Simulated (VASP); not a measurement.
# MoSe in VASP: a series of runs

Runs on MoSe. Level: PBE. Tasks: single point.

All numbers are computed with VASP 6.6.1; they aren't measurements. Logs are shortened: lines on timing, memory, paths and dates and some standing lists are left out, and cuts for length are marked.

## (1) The cell of the first run

The structure is tetragonal, space group I4/mmm (No. 139). The conventional cell has a = 3.722 Å, b = 3.722 Å, c = 5.241 Å, α = 90.00°, β = 90.00°, γ = 90.00°. Mo (site symmetry 4/mmm) has 6 Se at 2.62 to 2.63 Å within 3.5 Å. Within 3.5 Å of Se (site symmetry 4/mmm) lie 6 Mo at 2.62 to 2.63 Å.

## (2) Single point, PBE, collinear spin (18.15 Å³/atom)

Input file INCAR:

```
ALGO = Normal ; EDIFF = 1E-6
ENCUT = 520 ; GGA = PE
ISIF = 2 ; ISMEAR = 0
ISPIN = 2 ; LASPH = True
LCHARG = True ; LELF = True
LMAXMIX = 4 ; LORBIT = 11
LREAL = False ; LVHAR = True
LWAVE = False ; MAGMOM = 2.01 -2.01 0 0
NBANDS = 32 ; NELM = 150
PREC = Accurate ; SIGMA = 0.05
```

Input file KPOINTS:

```
k-points
0
Gamma
  12 12 6
```

Input file POSCAR:

```
MoSe
1.0
    0.0000000000      2.6317126384      2.6317126386
    5.2405124534      2.6317126384      2.6317126386
    5.2405124534      5.2634252770      0.0000000002
Mo Se
2 2
Direct
    0.5000000000      0.5000000000      0.0000000000
    0.5000000000      0.5000000000      0.5000000000
    0.0000000000      0.0000000000      0.0000000000
    0.0000000000      0.0000000000      0.5000000000
```

Potentials or basis: VASP PAW PBE potentials, release 64 (Mo_sv, Se).

Launch:

```
$ cat potpaw_PBE.64/Mo_sv/POTCAR potpaw_PBE.64/Se/POTCAR > POTCAR
$ mpirun -np 1 vasp_std > vasp.out
```

OUTCAR:

```text
EDIFF = 1E-6
   ENCUT = 520
   GGA = PE
   ISIF = 2
   ISMEAR = 0
   ISPIN = 2
   LASPH = True
   LORBIT = 11
   LREAL = False
   NELM = 150
   PREC = Accurate

 ion  position               nearest neighbor table
   1  0.500  0.500  0.000-   3 2.62   3 2.62   4 2.63   4 2.63   4 2.63   4 2.63
   2  0.500  0.500  0.500-   4 2.62   4 2.62   3 2.63   3 2.63   3 2.63   3 2.63
   3  0.000  0.000  0.000-   1 2.62   1 2.62   2 2.63   2 2.63   2 2.63   2 2.63
   4  0.000  0.000  0.500-   2 2.62   2 2.62   1 2.63   1 2.63   1 2.63   1 2.63

  LATTYP: Found a simple tetragonal cell.
 ALAT       =     3.7218037056
 C/A-ratio  =     1.4080571862

  Lattice vectors:

 A1 = (   0.0000000000,  -2.6317126384,  -2.6317126386)
 A2 = (   0.0000000000,   2.6317126386,  -2.6317126384)
 A3 = (   5.2405124534,   0.0000000000,   0.0000000000)

Analysis of symmetry for initial positions (statically):
=====================================================================
 Subroutine PRICEL returns following result:

  LATTYP: Found a body centered tetragonal cell.
 ALAT       =     3.7218037056
 C/A-ratio  =     1.4080571862
[... 12 lines left out ...]
 Subroutine GETGRP returns: Found 16 space group operations
 (whereof 16 operations were pure point group operations)
 out of a pool of 16 trial point group operations.

The static configuration has the point symmetry D_4h.

Analysis of symmetry for dynamics (positions and initial velocities):
=====================================================================
 Subroutine PRICEL returns following result:

  LATTYP: Found a body centered tetragonal cell.
 ALAT       =     3.7218037056
 C/A-ratio  =     1.4080571862
[... 12 lines left out ...]
 Subroutine GETGRP returns: Found 16 space group operations
 (whereof 16 operations were pure point group operations)
 out of a pool of 16 trial point group operations.

The dynamic configuration has the point symmetry D_4h.

Analysis of structural, dynamic, and magnetic symmetry:
=====================================================================
 Subroutine PRICEL returns following result:

  LATTYP: Found a body centered tetragonal cell.
 ALAT       =     3.7218037056
 C/A-ratio  =     1.4080571862
[... 12 lines left out ...]
 Subroutine GETGRP returns: Found 16 space group operations
 (whereof 16 operations were pure point group operations)
 out of a pool of 16 trial point group operations.

The overall configuration has the point symmetry D_4h.

 Subroutine INISYM returns: Found 16 space group operations
 (whereof 16 operations are pure point group operations),
 and found     2 'primitive' translations

----------------------------------------------------------------------------------------

                                     Primitive cell

  volume of cell :      36.2953

  direct lattice vectors                    reciprocal lattice vectors
    -2.620256227  0.000000000 -2.631712639    -0.190821033  0.189990348 -0.189990348
    -2.620256227 -0.000000000  2.631712639    -0.190821033  0.189990348  0.189990348
     2.620256227  2.631712638  0.000000000     0.000000000  0.379980696  0.000000000

  length of vectors
     3.713711635  3.713711635  3.713711635     0.329553230  0.329553230  0.379980696

  position of ions in fractional coordinates (direct lattice)
     0.500000000  0.500000000  1.000000000
     0.000000000  0.000000000  0.000000000

  ion indices of the primitive-cell ions
   primitive index   ion index
                 1           1
                 2           3

----------------------------------------------------------------------------------------

 KPOINTS: k-points

Automatic generation of k-mesh.
 Grid dimensions read from file:
 generate k-points for:   12   12    6

 Generating k-lattice:

  Cartesian coordinates                     Fractional coordinates (reciprocal lattice)
    -0.015901753  0.015832529  0.015832529     0.083333333  0.000000000 -0.000000000
     0.015901753 -0.015832529  0.015832529     0.000000000  0.083333333 -0.000000000
     0.000000000  0.031665058 -0.031665058     0.000000000  0.000000000  0.166666667

  Length of vectors
     0.027462769  0.027462769  0.044781154

  Shift w.r.t. Gamma in fractional coordinates (k-lattice)
     0.000000000  0.000000000  0.000000000

 Subroutine IBZKPT returns following result:
 ===========================================

 Found    100 irreducible k-points:

 Following reciprocal coordinates:
            Coordinates               Weight
  0.000000  0.000000  0.000000      1.000000
  0.083333  0.000000  0.000000      8.000000
  0.166667 -0.000000 -0.000000      8.000000
  0.250000 -0.000000 -0.000000      8.000000
  0.333333 -0.000000 -0.000000      8.000000
  0.416667  0.000000  0.000000      8.000000
[... 16 lines left out ...]
  0.500000  0.166667  0.000000      8.000000
 -0.416667  0.166667  0.000000     16.000000
 [... further k-points ...]
   k-points           NKPTS =    100   k-points in BZ     NKDIM =    100   number of bands    NBANDS=     32
   number of dos      NEDOS =    301   number of ions     NIONS =      4
   total plane-waves  NPLWV =  75264
   dimension x,y,z NGX =    28 NGY =   48 NGZ =   56
   dimension x,y,z NGXF=    56 NGYF=   96 NGZF=  112
   ions per type =               2   2
   NGX,Y,Z   is equivalent  to a cutoff of  12.51, 12.41, 12.53 a.u.
   NGXF,Y,Z  is equivalent  to a cutoff of  25.01, 24.83, 25.07 a.u.
 SYSTEM =  unknown system
   PREC   = accura    normal or accurate (medium, high low for compatibility)
   ISTART =      0    job   : 0-new  1-cont  2-samecut
   ICHARG =      2    charge: 1-file 2-atom 10-const
   ISPIN  =      2    spin polarized calculation?
   LNONCOLLINEAR =      F non collinear calculations
   LSORBIT =      F    spin-orbit coupling
   LASPH  =      T    aspherical Exc in radial PAW
   ENCUT  =  520.0 eV  38.22 Ry    6.18 a.u.   6.92 11.95 13.81*2*pi/ulx,y,z
   NELM   =    150;   NELMIN=  2; NELMDL= -5     # of ELM steps
   EDIFF  = 0.1E-05   stopping-criterion for ELM
   LREAL  =      F    real-space projection
   EDIFFG = 0.1E-04   stopping-criterion for IOM
   NSW    =      0    number of steps for IOM
   IBRION =     -1    ionic relax: 0-MD 1-quasi-New 2-CG
   NFREE  =      0    steps in history (QN), initial steepest desc. (CG)
   ISIF   =      2    stress and relaxation
   ISYM   =      2    0-nonsym 1-usesym 2-fastsym
   POTIM  = 0.5000    time-step for ionic-motion
   TEBEG  =    0.0;   TEEND  =   0.0 temperature during run
   PSTRESS=    0.0 pullay stress
   NELECT =      40.0000    total number of electrons
   NUPDOWN=      -1.0000    fix difference up-down
   EMIN   =  10.00;   EMAX   =-10.00  energy-range for DOS
   EFERMI =   0.00;   METHOD = LEGACY
   ISMEAR =     0;   SIGMA  =   0.05  broadening in eV -4-tet -1-fermi 0-gaus
   EFERMI_NEDOS =   21; number of points for ismear=-14 and -15
   IALGO  =     38    algorithm
   IMIX   =      4    mixing-type and parameters
     AMIX     =   0.40;   BMIX     =  1.00
     AMIX_MAG =   1.60;   BMIX_MAG =  1.00
  volume/ion in A,a.u.               =      18.15       122.47
  Fermi-wavevector in a.u.,A,eV,Ry     =   1.342151  2.536297 24.509105  1.801368
  Thomas-Fermi vector in A             =   2.470327
   LORBIT       =     11    0 simple, 1 ext, 2 COOP (PROOUT), +10 PAW based schemes
   GGA     = PE    functional components
   LHFCALC =     F    Hartree Fock is set to
   AEXX    =    0.0000 exact exchange contribution
   IVDW    =     0    specifies the selected vdW correction
   LEPSILON=     F    determine dielectric tensor
   LRPA    =     F    only Hartree local field effects (RPA)
 spin polarized calculation
 Gauss-broadening in eV      SIGMA  =   0.05
  energy-cutoff  :      520.00
  volume of cell :       72.59
 maximum number of plane-waves:      1974
   NGX = 13   NGY = 23   NGZ = 27

 number of electron      39.9999999 magnetization      -0.0000000

 number of electron      39.9999999 magnetization       0.0000000

 Free energy of the ion-electron system (eV)
  ---------------------------------------------------
  ext. energy  EPLUGINS =         0.00000000
  ---------------------------------------------------
  free energy    TOTEN  =       -26.83224792 eV

  energy without entropy =      -26.82842360  energy(sigma->0) =      -26.83033576

 E-fermi :   9.5072     XC(G=0): -11.6198

 val. band max:        9.5005659762   @ k =   0.5000  -0.0000   0.5000
 cond. band min:       9.5104798520   @ k =  -0.0000  -0.0000   0.1667
 fundamental gap:      0.0099138758
 Fermi energy:         9.5071925312

 spin component 1

 k-point     1 :       0.0000    0.0000    0.0000
  band No.  band energies     occupation
      1     -52.4218      1.00000
      2     -51.1196      1.00000
      3     -26.7416      1.00000
      4     -26.5731      1.00000
      5     -26.5731      1.00000
      6     -25.2727      1.00000
[... 829 lines left out ...]
     31      17.1709      0.00000
     32      17.3515      0.00000

 [... further k-points ...]

 spin component 2

 k-point     1 :       0.0000    0.0000    0.0000
  band No.  band energies     occupation
      1     -52.4218      1.00000
      2     -51.1196      1.00000
      3     -26.7416      1.00000
      4     -26.5731      1.00000
      5     -26.5731      1.00000
      6     -25.2727      1.00000
[... 829 lines left out ...]
     31      17.1709      0.00000
     32      17.3515      0.00000

 [... further k-points ...]
[... 5 lines left out ...]
  --------------------------------------------------------------------------------------
  -------------------------------------------------------------------------------------
  Total        2.3953593      2.4242335      2.4242335      0.0000000      0.0000000     -0.0000000
  in kB       52.8689351     53.5062295     53.5062295      0.0000000      0.0000000     -0.0000000
  external PRESSURE =      53.2937980 kB  Pullay stress =       0.0000000 kB

 VOLUME and BASIS-vectors are now :
 -----------------------------------------------------------------------------
  energy-cutoff  :      520.00
  volume of cell :       72.59
      direct lattice vectors                 reciprocal lattice vectors
     0.000000000  2.631712638  2.631712639    -0.190821033  0.189990348  0.189990348
     5.240512453  2.631712638  2.631712639     0.190821033 -0.189990348  0.189990348
     5.240512453  5.263425277  0.000000000     0.000000000  0.189990348 -0.189990348

 POSITION                                       TOTAL-FORCE (eV/Angst)
 -----------------------------------------------------------------------------------
      2.62026      2.63171      2.63171         0.000000      0.000000      0.000000
      5.24051      5.26343      2.63171        -0.000000      0.000000      0.000000
      0.00000      0.00000      0.00000        -0.000000     -0.000000     -0.000000
      2.62026      2.63171      0.00000        -0.000000     -0.000000     -0.000000
 -----------------------------------------------------------------------------------
    total drift:                                0.000000      0.000000      0.000000

  FREE ENERGIE OF THE ION-ELECTRON SYSTEM (eV)
  ---------------------------------------------------
  free  energy   TOTEN  =       -26.8322479208 eV

  energy  without entropy=      -26.8284236042  energy(sigma->0) =      -26.83033576

 total charge

# of ion       s       p       d       tot
------------------------------------------
    1        2.216   6.091   4.032  12.339
    2        2.216   6.091   4.032  12.339
    3        1.430   2.415   0.108   3.954
    4        1.430   2.415   0.108   3.954
--------------------------------------------------
tot          7.293  17.012   8.281  32.585

 magnetization (x)

# of ion       s       p       d       tot
------------------------------------------
    1        0.024   0.015   1.969   2.008
    2       -0.024  -0.015  -1.969  -2.008
    3       -0.003  -0.006  -0.004  -0.014
    4        0.003   0.006   0.004   0.014
--------------------------------------------------
tot          0.000   0.000   0.000   0.000
```

Run time: 5.6 min. Hardware: 1 thread of AMD EPYC 9R45 (Zen 5), shared host; peak memory 0.5 GiB.

Results:

```yaml
Free_energy: -26.8322 eV
Pressure: 5.3 GPa
Band_gap_on_the_k_mesh: zero (filled and empty bands overlap)
Net_moment: 0.00 μB per cell
Site_moments: Mo +2.01, -2.01; Se -0.01, +0.01 μB
Valence_electrons_inside_the_program's_atomic_spheres: Mo 12.34; Se 3.95
```

Caveat: the cell stands under pressure.

## (3) Single point, PBE, collinear spin

This run uses another cell than the first one, of 19.16 Å³/atom.

Input file INCAR:

```
ALGO = Normal
EDIFF = 1E-7
ENCUT = 520
GGA = PE
ISIF = 2
ISMEAR = 0
ISPIN = 2
LASPH = True
LCHARG = False
LMAXMIX = 4
LORBIT = 11
LREAL = False
LWAVE = False
MAGMOM = 3 -3 0 0
NBANDS = 32
NELM = 150
PREC = Accurate
SIGMA = 0.05
```

KPOINTS is that of step 2.

Input file POSCAR:

```
MoSe
1.0
    0.0000000000      2.6758016221      2.6758016221
    2.6758016221      0.0000000000      2.6758016221
    5.3516032442      5.3516032442      0.0000000000
Mo Se
2 2
Direct
    0.5000000000      0.5000000000      0.2500000000
    0.5000000000      0.5000000000      0.7500000000
    0.0000000000      0.0000000000      0.0000000000
    0.0000000000      0.0000000000      0.5000000000
```

Potentials or basis: VASP PAW PBE potentials, release 64 (Mo_sv, Se).

Launch:

```
$ cat potpaw_PBE.64/Mo_sv/POTCAR potpaw_PBE.64/Se/POTCAR > POTCAR
$ mpirun -np 1 vasp_std > vasp.out
```

OUTCAR:

```text
EDIFF = 1E-7
   ENCUT = 520
   GGA = PE
   ISIF = 2
   ISMEAR = 0
   ISPIN = 2
   LASPH = True
   LORBIT = 11
   LREAL = False
   NELM = 150
   PREC = Accurate

 ion  position               nearest neighbor table
   1  0.500  0.500  0.250-   3 2.68   3 2.68   4 2.68   3 2.68   4 2.68   4 2.68
   2  0.500  0.500  0.750-   4 2.68   3 2.68   4 2.68   3 2.68   4 2.68   3 2.68
   3  0.000  0.000  0.000-   2 2.68   1 2.68   2 2.68   1 2.68   2 2.68   1 2.68
   4  0.000  0.000  0.500-   1 2.68   1 2.68   2 2.68   1 2.68   2 2.68   2 2.68
[... 1957 lines left out ...]
  energy-cutoff  :      520.00
  volume of cell :       76.63
      direct lattice vectors                 reciprocal lattice vectors
     0.000000000  2.675801622  2.675801622    -0.186859891  0.186859891  0.186859891
     2.675801622  0.000000000  2.675801622     0.186859891 -0.186859891  0.186859891
     5.351603244  5.351603244  0.000000000     0.093429946  0.093429946 -0.093429946

 POSITION                                       TOTAL-FORCE (eV/Angst)
 -----------------------------------------------------------------------------------
      2.67580      2.67580      2.67580        -0.000000     -0.000000      0.000000
      5.35160      5.35160      2.67580         0.000000      0.000000     -0.000000
      0.00000      0.00000      0.00000         0.000000      0.000000      0.000000
      2.67580      2.67580      0.00000         0.000000      0.000000      0.000000
 -----------------------------------------------------------------------------------
    total drift:                                0.000000      0.000000      0.000000

  FREE ENERGIE OF THE ION-ELECTRON SYSTEM (eV)
  ---------------------------------------------------
  free  energy   TOTEN  =       -26.6671886952 eV

  energy  without entropy=      -26.6627045864  energy(sigma->0) =      -26.66494664

 total charge

# of ion       s       p       d       tot
------------------------------------------
    1        2.200   6.075   3.990  12.265
    2        2.200   6.075   3.990  12.265
    3        1.429   2.379   0.092   3.900
    4        1.429   2.379   0.092   3.900
--------------------------------------------------
tot          7.257  16.909   8.163  32.330

 magnetization (x)

# of ion       s       p       d       tot
------------------------------------------
    1        0.015   0.015   1.720   1.749
    2       -0.015  -0.015  -1.720  -1.749
    3        0.000   0.000   0.000   0.000
    4        0.000   0.000   0.000   0.000
--------------------------------------------------
tot          0.000   0.000   0.000   0.000
```

OSZICAR:

```text
N       E                     dE             d eps       ncg     rms          rms(c)
DAV:   1     0.366665613555E+03    0.36667E+03   -0.22822E+04 12776   0.120E+03
DAV:   2    -0.140507938325E+02   -0.38072E+03   -0.36890E+03 14576   0.355E+02
DAV:   3    -0.265368532229E+02   -0.12486E+02   -0.12224E+02 15448   0.613E+01
DAV:   4    -0.266512932922E+02   -0.11444E+00   -0.11434E+00 13360   0.600E+00
DAV:   5    -0.266522715487E+02   -0.97826E-03   -0.97792E-03 15512   0.524E-01    0.189E+01
DAV:   6    -0.264758458680E+02    0.17643E+00   -0.41087E+00 13072   0.114E+01    0.810E+00
DAV:   7    -0.266523821028E+02   -0.17654E+00   -0.50382E-01 13392   0.420E+00    0.534E+00
DAV:   8    -0.266646624692E+02   -0.12280E-01   -0.23966E-02 15120   0.933E-01    0.225E+00
DAV:   9    -0.266668096573E+02   -0.21472E-02   -0.11363E-02 14488   0.565E-01    0.304E-01
DAV:  10    -0.266670594842E+02   -0.24983E-03   -0.10167E-03 14032   0.191E-01    0.157E-01
DAV:  11    -0.266671771379E+02   -0.11765E-03   -0.37946E-04 14456   0.824E-02    0.478E-02
DAV:  12    -0.266671870490E+02   -0.99112E-05   -0.28817E-05 14360   0.299E-02    0.132E-02
DAV:  13    -0.266671886139E+02   -0.15649E-05   -0.17580E-06 14232   0.788E-03    0.552E-03
DAV:  14    -0.266671886952E+02   -0.81288E-07   -0.81680E-07 13064   0.432E-03
   1 F= -.26667189E+02 E0= -.26664947E+02  d E =-.448411E-02  mag=    -0.0000
```

It took 4.4 min on 1 thread of Intel Xeon Platinum 8488C (Sapphire Rapids), shared host; peak memory 0.47 GiB.

What came out:

| Quantity | Value |
| --- | --- |
| Free energy | -26.6672 eV |
| Pressure | -2.9 GPa |
| Band gap on the k mesh | zero (filled and empty bands overlap) |
| Net moment | 0.00 μB per cell |
| Site moments | Mo +1.75, -1.75; Se +0.00 μB |
| Valence electrons inside the program's atomic spheres | Mo 12.27; Se 3.90 |

Stress tensor (GPa, compression positive):
```
-2.92 -2.47  2.47
-2.47 -2.92  2.47
 2.47  2.47 -2.92
```

(Part 1 of 2 ends here.)

The gap in the log of VASP goes by the Fermi energy; the results here count the filled bands.